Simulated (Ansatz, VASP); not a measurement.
Hf2SnS3: VASP beside Ansatz

Contents of INCAR:

```
SYSTEM = Hf2SnS3
ALGO = Normal ; EDIFF = 1E-7
ENCUT = 520 ; GGA = PE
ISIF = 2 ; ISMEAR = 0
LASPH = .True. ; LCHARG = .False.
LREAL = .False. ; LWAVE = .False.
NBANDS = 35 ; NELM = 80
PREC = Accurate ; SIGMA = 0.1
```

File KPOINTS:

```
k-points
0
Gamma
  6 6 2
  0 0 0
```

Contents of POSCAR:

```
Hf2SnS3
1.0
    4.2852247200      0.0000000000      0.0000000000
   -2.1426123600      3.7111134700      0.0000000000
    0.0000000000      0.0000000000      8.4591373400
Hf Sn S
2 1 3
Direct
    0.3333333300      0.6666666700      0.7520078400
    0.3333333300      0.6666666700      0.2479921600
    0.6666666700      0.3333333300      0.5000000000
    0.6666666700      0.3333333300      0.0000000000
    0.0000000000      0.0000000000      0.5000000000
    0.0000000000      0.0000000000      0.0000000000
```

Input for Ansatz:

```yaml
crystal:
  lattice:
    - [4.28522472, 0.0, 0.0]
    - [-2.14261236, 3.71111347, 0.0]
    - [0.0, 0.0, 8.45913734]
  atoms:
    - { symbol: Hf, position: [0.33333333, 0.66666667, 0.75200784] }
    - { symbol: Hf, position: [0.33333333, 0.66666667, 0.24799216] }
    - { symbol: Sn, position: [0.66666667, 0.33333333, 0.5] }
    - { symbol: S, position: [0.66666667, 0.33333333, 0.0] }
    - { symbol: S, position: [0.0, 0.0, 0.5] }
    - { symbol: S, position: [0.0, 0.0, 0.0] }
basis:
  ecutwfc: 420
kpoints:
  mp_grid: { grid: [6, 6, 2] }
hamiltonian:
  xc: pbe
scf:
  occupations: { method: gaussian, width: 0.1 }
  lower_state_search: "off"
output:
  forces: true
  stress: true
  eigenvalues: true
```

Change from the starting cell: species swapped into the Ce2CuSi3 type (P-6m2, No. 187).

Alike in both runs: task single point; functional PBE; k mesh 6 × 6 × 2; occupations gaussian, width 0.1 eV; no spin polarisation.

```csv
,VASP,Ansatz
version,VASP 6.6.1,Ansatz 0.2.0
potentials or method,"VASP PAW PBE potentials, release 64 (Hf_pv, Sn_d, S), cutoff 520 eV","scalar-relativistic, plane waves, PAW"
valence electrons in the cell,52,84
```

Ansatz gave:

| Property | Result |
| --- | --- |
| gap on the k mesh at the Fermi level (eV) | none |
| pressure (GPa) | -3.5 |
| traceless stress, the component that is largest in VASP (GPa) | -15.62 |
| rms of the force components (eV/Å) | 0.292 |

Question: What did VASP give for the same quantities?

Answer: gap on the k mesh at the Fermi level (eV): none; pressure (GPa): -3.8; traceless stress, the component that is largest in VASP (GPa): -15.63; rms of the force components (eV/Å): 0.291.

Atom by atom the forces differ by 0.001 eV/Å (rms over components). A gap of «none» marks a metal or a gap that the smearing closes. VASP's potentials hold 52 valence electrons a cell and Ansatz's 84, so a difference there can come from the potentials and not from the codes.

The k mesh is coarse, so the values compare programs but aren't converged. Spin-orbit coupling is off throughout.
